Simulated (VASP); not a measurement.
A run of VASP 6.6.1:

INCAR

```
ALGO = Normal
EDIFF = 1E-6
EDIFFG = -0.01
ENCUT = 600
GGA = PS
IBRION = 2
ISIF = 3
ISMEAR = 0
LASPH = True
LCHARG = False
LREAL = False
LWAVE = False
NELM = 60
NSW = 80
PREC = Accurate
PSTRESS = -20.0
SIGMA = 0.01
```

File KPOINTS:

```
k-points
0
Gamma
  8 8 8
```

The input POSCAR:

```
AlN
1.0
    0.0000000000      1.9690000000      1.9690000000
    1.9690000000      0.0000000000      1.9690000000
    1.9690000000      1.9690000000      0.0000000000
Al N
1 1
Direct
    0.0000000000      0.0000000000      0.0000000000
    0.5000000000      0.5000000000      0.5000000000
```

Potentials or basis: VASP PAW PBE potentials, release 64 (Al, N).

The run is started by

```bash
$ cat potpaw_PBE.64/Al/POTCAR potpaw_PBE.64/N/POTCAR > POTCAR
$ mpirun -np 1 vasp_std > vasp.out
```

Hardware: 1 thread of Intel(R) Xeon(R) Platinum 8488C (Sapphire Rapids), with other jobs on the host.

**Question.** How long does it take, and how much memory?

**Answer.** It took 7.2 s on 1 thread of Intel(R) Xeon(R) Platinum 8488C (Sapphire Rapids), with other jobs on the host, peak memory 0.13 GiB. Counts: scf iterations 28, k points 29, ion steps 4.
